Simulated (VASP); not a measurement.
Write the native input for VASP 6.6.1 that does the following.

| Property | Result |
| --- | --- |
| Task | electric field gradients |
| Functional | PBEsol |
| Potentials or basis | VASP PAW PBE potentials, release 64 (K_sv, Cl) |
| Cutoff | 520 eV |
| k mesh | 7 × 7 × 7 |
| Occupations | fermi-dirac, width 0.01 eV |
| Spin | no spin polarisation |
| Dipole correction | no |
| Further INCAR settings | ALGO = Normal; EDIFF = 1e-08; NBANDS = 15 |

The structure of KCl lies in POSCAR:

```
KCl
1.0
    3.6818212735      0.0000000000      0.0000000000
    0.0000000000      3.6818212735      0.0000000000
    0.0000000000      0.0000000000      3.6818212735
K Cl
1 1
Direct
    0.0000000000      0.0000000000      0.0000000000
    0.5000000000      0.5000000000      0.5000000000
```

This cell differs from its parent crystal: volume scaled by 1.04.

The input as run:

INCAR

```
SYSTEM = KCl
  PREC = Accurate
  ENCUT = 520
  EDIFF = 1E-8
  ISMEAR = -1
  SIGMA = 0.01
  LREAL = .False.
  LASPH = .True.
  NELM = 100
  ALGO = Normal
  ISIF = 2
  LWAVE = .False.
  LCHARG = .False.
  GGA = PS
  LEFG = .True.
  NBANDS = 15
```

KPOINTS

```
regular mesh
0
Gamma
  7 7 7
  0 0 0
```

Potentials or basis: VASP PAW PBE potentials, release 64 (K_sv, Cl).

The run is started by

```sh
$ cat potpaw_PBE.64/K_sv/POTCAR potpaw_PBE.64/Cl/POTCAR > POTCAR
$ mpirun -np 1 vasp_std > vasp.out
```

Results of the run:

| Property | Result |
| --- | --- |
| Pressure | 1.2 GPa |
| Band gap on the k mesh | 5.20 eV, indirect (least direct gap 5.40 eV) |

Caveat: without QUAD_EFG the Cq values of the log hold for a quadrupole moment of 1 mb, not for the nuclei; the PAW data sets were made with another functional, which shifts forces and pressure a little.

Wall time 12 s on 1 thread of Intel(R) Xeon(R) Platinum 8259CL CPU @ 2.50GHz (Skylake/Cascade Lake), with other jobs on the host, peak memory 0.16 GiB.
